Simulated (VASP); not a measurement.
# GePbSe2: single point with r2SCAN

GePbSe2:

```
Ge Pb Se
1.0
     2.07965    1.20068    6.86897
    -2.07965    1.20068    6.86897
     0.00000   -2.40137    6.86897
Ge Pb Se
1 1 2
Direct
  0.00000 0.00000 0.00000
  0.50000 0.50000 0.50000
  0.25861 0.25861 0.25861
  0.74139 0.74139 0.74139
```

```
Program             : VASP 6.6.1
Task                : single point
Functional          : r2SCAN
Potentials or basis : VASP PAW PBE potentials, release 64 (Ge_d, Pb_d, Se)
Cutoff              : 520 eV
k mesh              : 6 × 6 × 6
Occupations         : fermi-dirac, width 0.02 eV
Spin                : no spin polarisation
```

- Pressure: 0.0 GPa
- Largest force: 0.009 eV/Å
- Band gap on the k mesh: 0.32 eV, direct

Forces on the atoms (eV/Å):
```
Ge   0.000  0.000  0.000
Pb   0.000  0.000  0.000
Se   0.000  0.000  0.009
Se   0.000  0.000 -0.009
```

Levels at points of the mesh, in eV from the valence-band top:
```csv
k point,band 18,band 19,band 20,band 21,band 22,band 23
"(0.00, 0.00, 0.00)",-1.89,-1.89,-0.01,0.41,1.39,1.39
"(0.50, 0.00, 0.00)",-2.76,-2.50,-2.44,3.01,3.12,3.59
"(0.50, 0.50, 0.00)",-1.85,-1.84,0.00,0.32,1.30,1.41
"(0.50, 0.50, 0.50)",-2.10,-1.50,-0.74,1.79,2.29,2.29
```

Wall time 19 min on 1 thread of Intel(R) Xeon(R) Platinum 8259CL CPU @ 2.50GHz (Skylake/Cascade Lake), on a shared host, peak memory 0.48 GiB.

Caveat: the PAW data sets were made with another functional, which shifts forces and pressure a little; spin-orbit coupling is left out, which moves the levels of the heavy elements. A k mesh can miss the band edges.
